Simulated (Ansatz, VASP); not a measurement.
# Zr in VASP and in Ansatz

The input INCAR:

```
SYSTEM = Zr
PREC = Accurate
ENCUT = 600
EDIFF = 1E-6
ISMEAR = -1
SIGMA = 0.05
LREAL = .FALSE.
LASPH = .TRUE.
NELM = 100
ALGO = Normal
ISIF = 3
LWAVE = .FALSE.
LCHARG = .FALSE.
GGA = PE
IBRION = 2
NSW = 100
EDIFFG = -0.005
```

KPOINTS

```
regular mesh
0
G
  10 10 10
  0 0 0
```

The input POSCAR:

```
Zr
1.0
    0.0000000000      3.2195088072      3.2195088072
    3.2195088072      0.0000000000      3.2195088072
    3.2195088072      3.2195088072      0.0000000000
Zr
2
Direct
    0.0000000000      0.0000000000      0.0000000000
    0.2500000000      0.2500000000      0.2500000000
```

Input for Ansatz:

```yaml
crystal:
  lattice:
    - [0.0, 3.2195088072, 3.2195088072]
    - [3.2195088072, 0.0, 3.2195088072]
    - [3.2195088072, 3.2195088072, 0.0]
  atoms:
    - { symbol: Zr, position: [0.0, 0.0, 0.0] }
    - { symbol: Zr, position: [0.25, 0.25, 0.25] }
kpoints:
  mp_grid: { grid: [10, 10, 10] }
scf:
  occupations: { method: fermi_dirac, width: 0.05 }
hamiltonian:
  xc: pbe
  pseudopotentials: { kind: paw }
output:
  forces: true
  stress: true
relax:
  f_tol: 0.005
  max_steps: 80
  cell: {}
```

Alike in both runs: task relaxation of cell and atoms; functional PBE; k mesh 10 × 10 × 10; occupations fermi-dirac, width 0.05 eV; no spin polarisation.

|  | VASP | Ansatz |
| --- | --- | --- |
| version | VASP 6.6.1 | Ansatz 0.2.0 |
| potentials or method | VASP PAW PBE potentials, release 64 (Zr_sv) | PAW with Ansatz's default frozen-core files, scalar-relativistic |
| plane-wave cutoff (eV) | 600 | 420 |
| valence electrons in the cell | 24 | 24 |

VASP gave:

| Property | Result |
| --- | --- |
| relaxed volume (Å³/atom) | 30.99 |
| relaxed cell length with the largest relative difference (Å) | 4.442 |

Problem. Which values does Ansatz return?

Solution. Relaxed volume (Å³/atom): 30.92; relaxed cell length with the largest relative difference (Å): 4.439.
